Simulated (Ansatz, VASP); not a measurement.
# Two plane-wave programs on NaF

File INCAR:

```
  PREC = Accurate
  ENCUT = 520
  EDIFF = 1E-7
  ISMEAR = 0
  SIGMA = 0.05
  LREAL = False
  LASPH = True
  NELM = 80
  ALGO = Normal
  ISIF = 2
  LWAVE = False
  LCHARG = True
  GGA = PE
  LELF = True
  LVHAR = True
  NBANDS = 14
```

The input KPOINTS:

```
Automatic mesh
0
Gamma
  8 8 8
```

File POSCAR:

```
NaF
1.0
    0.0000000000      2.2652175000      2.3813825000
    2.2652175000      0.0000000000      2.3813825000
    2.2652175000      2.2652175000      0.0000000000
Na F
1 1
Direct
    0.0000000000      0.0000000000      0.0000000000
    0.5000000000      0.5000000000      0.5000000000
```

Input for Ansatz:

```yaml
crystal:
  lattice:
    - [0.0, 2.2652175, 2.3813825]
    - [2.2652175, 0.0, 2.3813825]
    - [2.2652175, 2.2652175, 0.0]
  atoms:
    - { symbol: Na, position: [0.0, 0.0, 0.0] }
    - { symbol: F, position: [0.5, 0.5, 0.5] }
basis:
  ecutwfc: 420
kpoints:
  mp_grid: { grid: [8, 8, 8] }
hamiltonian:
  xc: pbe
scf:
  occupations: { method: gaussian, width: 0.05 }
output:
  forces: true
  stress: true
  eigenvalues: true
  write_density: true
  write_potential: true
  elf: true
  volumetric_format: npy
```

Change from the starting cell: strain -0.025 along x and y, +0.025 along z, atoms carried along.

Alike in both runs: task single point; functional PBE; k mesh 8 × 8 × 8; occupations gaussian, width 0.05 eV; no spin polarisation.

|  | VASP | Ansatz |
| --- | --- | --- |
| version | VASP 6.6.1 | Ansatz 0.2.0 |
| potentials or method | VASP PAW PBE potentials, release 64 (Na_pv, F), cutoff 520 eV | scalar-relativistic, plane waves, PAW |
| valence electrons in the cell | 14 | 16 |

```csv
,VASP,Ansatz,Ansatz less VASP
gap on the k mesh at the Fermi level (eV),6.39,6.41,+0.016
least direct gap on the mesh (eV),6.39,6.41,+0.016
pressure (GPa),3.4,3.5,+0.08
"traceless stress, the component that is largest in VASP (GPa)",-3.02,-2.93,+0.092
```

VASP's potentials hold 14 valence electrons a cell and Ansatz's 16, so a difference there can come from the potentials and not from the codes.
